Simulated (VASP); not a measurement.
# FeNi3 (Pm-3m) in VASP: further runs

The runs below take FeNi3 through single point, with PBE.

Program: VASP 6.6.1. These are calculated values, not measurements. Logs are shortened: lines on timing, memory, paths and dates and some standing lists are left out, and cuts for length are marked.

**1. The cell of the first run**

Symmetry: Pm-3m, No. 221, cubic system. The conventional cell has a = 3.545 Å, b = 3.545 Å, c = 3.545 Å, α = 90.00°, β = 90.00°, γ = 90.00°. Within 3.3 Å of Fe (site symmetry m-3m) lie 12 Ni at 2.51 Å. Within 3.3 Å of Ni (site symmetry 4/mmm) lie 4 Fe at 2.51 Å and 8 Ni at 2.51 Å.

**2. Single point, PBE, collinear spin, ferromagnetic start**

Input file INCAR:

```
  PREC = Accurate
  ENCUT = 520
  EDIFF = 1E-6
  ISMEAR = 0
  SIGMA = 0.05
  LREAL = F
  LASPH = T
  NELM = 150
  ALGO = Normal
  ISIF = 2
  LWAVE = F
  LCHARG = F
  ISPIN = 2
  MAGMOM = 2.5 0.8 0.8 0.8
  LORBIT = 11
  LMAXMIX = 4
  GGA = PE
  NBANDS = 31
```

Input file KPOINTS:

```
Automatic mesh
0
Gamma
  6 6 6
```

Input file POSCAR:

```
FeNi3
1.0
    3.5450000000      0.0000000000      0.0000000000
    0.0000000000      3.5450000000      0.0000000000
    0.0000000000      0.0000000000      3.5450000000
Fe Ni
1 3
Direct
    0.0000000000      0.0000000000      0.0000000000
    0.0000000000      0.5000000000      0.5000000000
    0.5000000000      0.0000000000      0.5000000000
    0.5000000000      0.5000000000      0.0000000000
```

Potentials or basis: VASP PAW PBE potentials, release 64 (Fe, Ni).

Launch:

```bash
> cat potpaw_PBE.64/Fe/POTCAR potpaw_PBE.64/Ni/POTCAR > POTCAR
> mpirun -np 1 vasp_std > vasp.out
```

OUTCAR:

```text
PREC = Accurate
   ENCUT = 520
   EDIFF = 1E-6
   ISMEAR = 0
   LREAL = F
   LASPH = T
   NELM = 150
   ISIF = 2
   ISPIN = 2
   LORBIT = 11
   GGA = PE

 ion  position               nearest neighbor table
   1  0.000  0.000  0.000-   2 2.51   3 2.51   4 2.51   2 2.51   3 2.51   2 2.51   4 2.51   2 2.51
                             3 2.51   4 2.51   3 2.51   4 2.51
   2  0.000  0.500  0.500-   1 2.51   3 2.51   4 2.51   1 2.51   4 2.51   1 2.51   3 2.51   1 2.51
                             3 2.51   4 2.51   4 2.51   3 2.51
   3  0.500  0.000  0.500-   1 2.51   2 2.51   4 2.51   1 2.51   4 2.51   2 2.51   4 2.51   4 2.51
                             1 2.51   2 2.51   1 2.51   2 2.51
   4  0.500  0.500  0.000-   1 2.51   2 2.51   3 2.51   2 2.51   3 2.51   1 2.51   3 2.51   3 2.51
                             1 2.51   2 2.51   2 2.51   1 2.51

  LATTYP: Found a simple cubic cell.
 ALAT       =     3.5450000000

  Lattice vectors:

 A1 = (   3.5450000000,   0.0000000000,   0.0000000000)
 A2 = (   0.0000000000,   3.5450000000,   0.0000000000)
 A3 = (   0.0000000000,   0.0000000000,   3.5450000000)

Analysis of symmetry for initial positions (statically):
=====================================================================
 Subroutine PRICEL returns:
 Original cell was already a primitive cell.

 Routine SETGRP: Setting up the symmetry group for a
 simple cubic supercell.

 Subroutine GETGRP returns: Found 48 space group operations
 (whereof 48 operations were pure point group operations)
 out of a pool of 48 trial point group operations.

The static configuration has the point symmetry O_h .

Analysis of symmetry for dynamics (positions and initial velocities):
=====================================================================
 Subroutine PRICEL returns:
 Original cell was already a primitive cell.

 Routine SETGRP: Setting up the symmetry group for a
 simple cubic supercell.

 Subroutine GETGRP returns: Found 48 space group operations
 (whereof 48 operations were pure point group operations)
 out of a pool of 48 trial point group operations.

The dynamic configuration has the point symmetry O_h .

Analysis of structural, dynamic, and magnetic symmetry:
=====================================================================
 Subroutine PRICEL returns:
 Original cell was already a primitive cell.

 Routine SETGRP: Setting up the symmetry group for a
 simple cubic supercell.

 Subroutine GETGRP returns: Found 48 space group operations
 (whereof 48 operations were pure point group operations)
 out of a pool of 48 trial point group operations.

The overall configuration has the point symmetry O_h .

 Subroutine INISYM returns: Found 48 space group operations
 (whereof 48 operations are pure point group operations),
 and found     1 'primitive' translations

----------------------------------------------------------------------------------------

                                     Primitive cell

  volume of cell :      44.5501

  direct lattice vectors                    reciprocal lattice vectors
     3.545000000  0.000000000  0.000000000     0.282087447  0.000000000  0.000000000
     0.000000000  3.545000000  0.000000000     0.000000000  0.282087447  0.000000000
     0.000000000  0.000000000  3.545000000     0.000000000  0.000000000  0.282087447

  length of vectors
     3.545000000  3.545000000  3.545000000     0.282087447  0.282087447  0.282087447

  position of ions in fractional coordinates (direct lattice)
     0.000000000  0.000000000  0.000000000
     0.000000000  0.500000000  0.500000000
     0.500000000  0.000000000  0.500000000
     0.500000000  0.500000000  0.000000000

  ion indices of the primitive-cell ions
   primitive index   ion index
                 1           1
                 2           2
                 3           3
                 4           4

----------------------------------------------------------------------------------------

 KPOINTS: Automatic mesh

Automatic generation of k-mesh.
 Grid dimensions read from file:
 generate k-points for:    6    6    6

 Generating k-lattice:

  Cartesian coordinates                     Fractional coordinates (reciprocal lattice)
     0.047014575  0.000000000  0.000000000     0.166666667  0.000000000  0.000000000
     0.000000000  0.047014575  0.000000000     0.000000000  0.166666667  0.000000000
     0.000000000  0.000000000  0.047014575     0.000000000  0.000000000  0.166666667

  Length of vectors
     0.047014575  0.047014575  0.047014575

  Shift w.r.t. Gamma in fractional coordinates (k-lattice)
     0.000000000  0.000000000  0.000000000

 Subroutine IBZKPT returns following result:
 ===========================================

 Found     20 irreducible k-points:

 Following reciprocal coordinates:
            Coordinates               Weight
  0.000000  0.000000  0.000000      1.000000
  0.166667  0.000000  0.000000      6.000000
  0.333333  0.000000  0.000000      6.000000
  0.500000  0.000000  0.000000      3.000000
  0.166667  0.166667  0.000000     12.000000
  0.333333  0.166667  0.000000     24.000000
[... 12 lines left out ...]
  0.500000  0.500000  0.333333      6.000000
  0.500000  0.500000  0.500000      1.000000
   k-points           NKPTS =     20   k-points in BZ     NKDIM =     20   number of bands    NBANDS=     31
   number of dos      NEDOS =    301   number of ions     NIONS =      4
   total plane-waves  NPLWV =  21952
   dimension x,y,z NGX =    28 NGY =   28 NGZ =   28
   dimension x,y,z NGXF=    56 NGYF=   56 NGZF=   56
   ions per type =               1   3
   NGX,Y,Z   is equivalent  to a cutoff of  13.13, 13.13, 13.13 a.u.
   NGXF,Y,Z  is equivalent  to a cutoff of  26.26, 26.26, 26.26 a.u.
 SYSTEM =  unknown system
   PREC   = accura    normal or accurate (medium, high low for compatibility)
   ISTART =      0    job   : 0-new  1-cont  2-samecut
   ICHARG =      2    charge: 1-file 2-atom 10-const
   ISPIN  =      2    spin polarized calculation?
   LNONCOLLINEAR =      F non collinear calculations
   LSORBIT =      F    spin-orbit coupling
   LASPH  =      T    aspherical Exc in radial PAW
   ENCUT  =  520.0 eV  38.22 Ry    6.18 a.u.   6.59  6.59  6.59*2*pi/ulx,y,z
   NELM   =    150;   NELMIN=  2; NELMDL= -5     # of ELM steps
   EDIFF  = 0.1E-05   stopping-criterion for ELM
   LREAL  =      F    real-space projection
   EDIFFG = 0.1E-04   stopping-criterion for IOM
   NSW    =      0    number of steps for IOM
   IBRION =     -1    ionic relax: 0-MD 1-quasi-New 2-CG
   NFREE  =      0    steps in history (QN), initial steepest desc. (CG)
   ISIF   =      2    stress and relaxation
   ISYM   =      2    0-nonsym 1-usesym 2-fastsym
   POTIM  = 0.5000    time-step for ionic-motion
   TEBEG  =    0.0;   TEEND  =   0.0 temperature during run
   PSTRESS=    0.0 pullay stress
   NELECT =      38.0000    total number of electrons
   NUPDOWN=      -1.0000    fix difference up-down
   EMIN   =  10.00;   EMAX   =-10.00  energy-range for DOS
   EFERMI =   0.00;   METHOD = LEGACY
   ISMEAR =     0;   SIGMA  =   0.05  broadening in eV -4-tet -1-fermi 0-gaus
   EFERMI_NEDOS =   21; number of points for ismear=-14 and -15
   IALGO  =     38    algorithm
   IMIX   =      4    mixing-type and parameters
     AMIX     =   0.40;   BMIX     =  1.00
     AMIX_MAG =   1.60;   BMIX_MAG =  1.00
  volume/ion in A,a.u.               =      11.14        75.16
  Fermi-wavevector in a.u.,A,eV,Ry     =   1.552577  2.933945 32.796776  2.410495
  Thomas-Fermi vector in A             =   2.656932
   LORBIT       =     11    0 simple, 1 ext, 2 COOP (PROOUT), +10 PAW based schemes
   GGA     = PE    functional components
   LHFCALC =     F    Hartree Fock is set to
   AEXX    =    0.0000 exact exchange contribution
   IVDW    =     0    specifies the selected vdW correction
   LEPSILON=     F    determine dielectric tensor
   LRPA    =     F    only Hartree local field effects (RPA)
 spin polarized calculation
 Gauss-broadening in eV      SIGMA  =   0.05
  energy-cutoff  :      520.00
  volume of cell :       44.55
 maximum number of plane-waves:      1222
 NGX is ok and might be reduce to    28
   NGX = 13   NGY = 13   NGZ = 13

 number of electron      37.9999985 magnetization       4.8611402

 Free energy of the ion-electron system (eV)
  ---------------------------------------------------
  ext. energy  EPLUGINS =         0.00000000
  ---------------------------------------------------
  free energy    TOTEN  =       -25.01307198 eV

  energy without entropy =      -25.00954552  energy(sigma->0) =      -25.01130875

 E-fermi :   8.5552     XC(G=0): -13.1435

 val. band max:        8.5391257263   @ k =   0.3333   0.1667   0.0000
 cond. band min:       8.5669878668   @ k =   0.0000   0.0000   0.0000
 fundamental gap:      0.0278621406
 Fermi energy:         8.5551584674

 spin component 1

 k-point     1 :       0.0000    0.0000    0.0000
  band No.  band energies     occupation
      1      -0.4946      1.00000
      2       3.2776      1.00000
      3       3.2776      1.00000
      4       3.9405      1.00000
      5       4.0102      1.00000
      6       4.0102      1.00000
[... 669 lines left out ...]
     30      30.0650      0.00000
     31      30.0657      0.00000
 Fermi energy:         8.5551584674

 spin component 2

 k-point     1 :       0.0000    0.0000    0.0000
  band No.  band energies     occupation
      1      -0.4554      1.00000
      2       4.3304      1.00000
      3       4.3312      1.00000
      4       4.3312      1.00000
      5       5.0277      1.00000
      6       5.0277      1.00000
[... 669 lines left out ...]
     30      29.8762      0.00000
     31      29.8772      0.00000

------------------------ aborting loop because EDIFF is reached ----------------------------------------

  FORCE on cell =-STRESS in cart. coord.  units (eV):
  Direction    XX          YY          ZZ          XY          YZ          ZX
  --------------------------------------------------------------------------------------
  -------------------------------------------------------------------------------------
  Total       -0.0397988     -0.0397988     -0.0397988      0.0000000     -0.0000000      0.0000000
  in kB       -1.4313042     -1.4313042     -1.4313042      0.0000000     -0.0000000      0.0000000
  external PRESSURE =      -1.4313042 kB  Pullay stress =       0.0000000 kB

 VOLUME and BASIS-vectors are now :
 -----------------------------------------------------------------------------
  energy-cutoff  :      520.00
  volume of cell :       44.55
      direct lattice vectors                 reciprocal lattice vectors
     3.545000000  0.000000000  0.000000000     0.282087447  0.000000000  0.000000000
     0.000000000  3.545000000  0.000000000     0.000000000  0.282087447  0.000000000
     0.000000000  0.000000000  3.545000000     0.000000000  0.000000000  0.282087447

 POSITION                                       TOTAL-FORCE (eV/Angst)
 -----------------------------------------------------------------------------------
      0.00000      0.00000      0.00000         0.000000      0.000000      0.000000
      0.00000      1.77250      1.77250         0.000000      0.000000      0.000000
      1.77250      0.00000      1.77250         0.000000      0.000000      0.000000
      1.77250      1.77250      0.00000         0.000000      0.000000      0.000000
 -----------------------------------------------------------------------------------
    total drift:                                0.000000      0.000000      0.000000

  FREE ENERGIE OF THE ION-ELECTRON SYSTEM (eV)
  ---------------------------------------------------
  free  energy   TOTEN  =       -25.0130719765 eV

  energy  without entropy=      -25.0095455214  energy(sigma->0) =      -25.01130875

 total charge

# of ion       s       p       d       tot
------------------------------------------
    1        0.474   0.502   6.112   7.087
    2        0.504   0.510   8.321   9.335
    3        0.504   0.510   8.321   9.335
    4        0.504   0.510   8.321   9.335
--------------------------------------------------
tot          1.986   2.032  31.074  35.092

 magnetization (x)

# of ion       s       p       d       tot
------------------------------------------
    1        0.012  -0.001   2.902   2.914
    2       -0.015  -0.045   0.719   0.659
    3       -0.015  -0.045   0.719   0.659
    4       -0.015  -0.045   0.719   0.659
--------------------------------------------------
tot         -0.032  -0.135   5.059   4.892
```

Wall time 34 s (1 thread of Intel Xeon 6975P-C (Granite Rapids), shared host); peak memory 0.19 GiB.

Results:

| Property | Result |
| --- | --- |
| Free energy | -25.0131 eV |
| Pressure | -0.1 GPa |
| Net moment | 4.86 μB per cell |
| Site moments | Fe +2.91; Ni +0.66 μB |
| Valence electrons inside the program's atomic spheres | Fe 7.09; Ni 9.34 |

Levels at points of the mesh, in eV from the Fermi level:
Spin up:
| k point | band 17 | band 18 | band 19 | band 20 | band 21 | band 22 | band 23 | band 24 | band 25 | band 26 |
| --- | --- | --- | --- | --- | --- | --- | --- | --- | --- | --- |
| (0.00, 0.00, 0.00) | -0.72 | -0.72 | -0.65 | -0.65 | -0.65 | 2.27 | 2.27 | 2.27 | 8.85 | 8.85 |
| (0.50, 0.00, 0.00) | -1.60 | -1.55 | -1.42 | -1.06 | -0.72 | -0.65 | 7.49 | 7.49 | 7.53 | 7.53 |
| (0.50, 0.50, 0.00) | -1.72 | -1.72 | -1.53 | -1.48 | 0.73 | 0.73 | 0.78 | 0.80 | 11.15 | 11.23 |
| (0.50, 0.50, 0.50) | -0.84 | -0.81 | -0.81 | -0.81 | -0.48 | -0.48 | -0.48 | -0.36 | 5.42 | 5.42 |
Spin down:
| k point | band 13 | band 14 | band 15 | band 16 | band 17 | band 18 | band 19 | band 20 | band 21 | band 22 |
| --- | --- | --- | --- | --- | --- | --- | --- | --- | --- | --- |
| (0.00, 0.00, 0.00) | 0.01 | 0.30 | 0.30 | 0.30 | 1.02 | 1.02 | 1.27 | 1.27 | 1.27 | 2.29 |
| (0.50, 0.00, 0.00) | -0.93 | -0.93 | -0.84 | -0.39 | -0.10 | -0.10 | 0.30 | 0.54 | 0.64 | 1.24 |
| (0.50, 0.50, 0.00) | -1.20 | -1.20 | -1.18 | -0.79 | -0.64 | 0.19 | 0.19 | 0.43 | 1.42 | 1.42 |
| (0.50, 0.50, 0.50) | -0.48 | -0.44 | -0.44 | -0.44 | 0.08 | 0.08 | 0.08 | 0.81 | 0.81 | 0.81 |

**3. Single point, PBE, collinear spin, ferromagnetic start (11.09 Å³/atom)**

This run uses another cell than the first one, of 11.09 Å³/atom.

Input file INCAR:

```
SYSTEM = FeNi3
  PREC = Accurate
  ENCUT = 520
  EDIFF = 1E-6
  ISMEAR = 0
  SIGMA = 0.05
  LREAL = .FALSE.
  LASPH = .TRUE.
  NELM = 150
  ALGO = Fast
  ISIF = 2
  LWAVE = .FALSE.
  LCHARG = .FALSE.
  ISPIN = 2
  MAGMOM = 3.21 0.77 0.77 0.77
  LORBIT = 11
  LMAXMIX = 4
  GGA = PE
  NBANDS = 31
```

Input file KPOINTS:

```
Automatic mesh
0
G
  6 6 6
  0 0 0
```

Input file POSCAR:

```
FeNi3
1.0
    3.5402670171      0.0000000000      0.0000000000
    0.0000000000      3.5402670171      0.0000000000
    0.0000000000      0.0000000000      3.5402670171
Fe Ni
1 3
Direct
    0.0000000000      0.0000000000      0.0000000000
    0.0000000000      0.5000000000      0.5000000000
    0.5000000000      0.0000000000      0.5000000000
    0.5000000000      0.5000000000      0.0000000000
```

Potentials or basis: VASP PAW PBE potentials, release 64 (Fe, Ni).

Launch:

```bash
> cat potpaw_PBE.64/Fe/POTCAR potpaw_PBE.64/Ni/POTCAR > POTCAR
> mpirun -np 1 vasp_std > vasp.out
```

OUTCAR:

```text
SYSTEM = FeNi3
   PREC = Accurate
   ENCUT = 520
   EDIFF = 1E-6
   ISMEAR = 0
   LREAL = .FALSE.
   LASPH = .TRUE.
   NELM = 150
   ISIF = 2
   ISPIN = 2
   LORBIT = 11
   GGA = PE

 ion  position               nearest neighbor table
   1  0.000  0.000  0.000-   2 2.50   3 2.50   4 2.50   2 2.50   3 2.50   2 2.50   4 2.50   2 2.50
                             3 2.50   4 2.50   3 2.50   4 2.50
   2  0.000  0.500  0.500-   1 2.50   3 2.50   4 2.50   1 2.50   4 2.50   1 2.50   3 2.50   1 2.50
                             3 2.50   4 2.50   4 2.50   3 2.50
   3  0.500  0.000  0.500-   1 2.50   2 2.50   4 2.50   1 2.50   4 2.50   2 2.50   4 2.50   4 2.50
                             1 2.50   2 2.50   1 2.50   2 2.50
   4  0.500  0.500  0.000-   1 2.50   2 2.50   3 2.50   2 2.50   3 2.50   1 2.50   3 2.50   3 2.50
                             1 2.50   2 2.50   2 2.50   1 2.50

  LATTYP: Found a simple cubic cell.
 ALAT       =     3.5402670171

  Lattice vectors:

 A1 = (   3.5402670171,   0.0000000000,   0.0000000000)
 A2 = (   0.0000000000,   3.5402670171,   0.0000000000)
 A3 = (   0.0000000000,   0.0000000000,   3.5402670171)

Analysis of symmetry for initial positions (statically):
[... 1564 lines left out ...]
  --------------------------------------------------------------------------------------
  -------------------------------------------------------------------------------------
  Total        0.1640250      0.1640250      0.1640250      0.0000000     -0.0000000      0.0000000
  in kB        5.9226021      5.9226021      5.9226021      0.0000000     -0.0000000      0.0000000
  external PRESSURE =       5.9226021 kB  Pullay stress =       0.0000000 kB

 VOLUME and BASIS-vectors are now :
 -----------------------------------------------------------------------------
  energy-cutoff  :      520.00
  volume of cell :       44.37
      direct lattice vectors                 reciprocal lattice vectors
     3.540267017  0.000000000  0.000000000     0.282464570  0.000000000  0.000000000
     0.000000000  3.540267017  0.000000000     0.000000000  0.282464570  0.000000000
     0.000000000  0.000000000  3.540267017     0.000000000  0.000000000  0.282464570

 POSITION                                       TOTAL-FORCE (eV/Angst)
 -----------------------------------------------------------------------------------
      0.00000      0.00000      0.00000         0.000000      0.000000      0.000000
      0.00000      1.77013      1.77013         0.000000      0.000000      0.000000
      1.77013      0.00000      1.77013         0.000000      0.000000      0.000000
      1.77013      1.77013      0.00000         0.000000      0.000000      0.000000
 -----------------------------------------------------------------------------------
    total drift:                                0.000000      0.000000      0.000000

  FREE ENERGIE OF THE ION-ELECTRON SYSTEM (eV)
  ---------------------------------------------------
  free  energy   TOTEN  =       -25.0128195064 eV

  energy  without entropy=      -25.0093192393  energy(sigma->0) =      -25.01106937

 total charge

# of ion       s       p       d       tot
------------------------------------------
    1        0.475   0.505   6.115   7.095
    2        0.506   0.514   8.322   9.342
    3        0.506   0.514   8.322   9.342
    4        0.506   0.514   8.322   9.342
--------------------------------------------------
tot          1.993   2.046  31.082  35.121

 magnetization (x)

# of ion       s       p       d       tot
------------------------------------------
    1        0.012  -0.001   2.898   2.910
    2       -0.015  -0.045   0.719   0.660
    3       -0.015  -0.045   0.719   0.660
    4       -0.015  -0.045   0.719   0.660
--------------------------------------------------
tot         -0.032  -0.134   5.057   4.890
```

Run time: 32 s. Hardware: 1 thread of Intel Xeon 6975P-C (Granite Rapids), shared host; peak memory 0.19 GiB.

What came out:

```yaml
Free_energy: -25.0128 eV
Pressure: 0.6 GPa
Net_moment: 4.86 μB per cell
Site_moments: Fe +2.91; Ni +0.66 μB
Valence_electrons_inside_the_program's_atomic_spheres: Fe 7.09; Ni 9.34
```
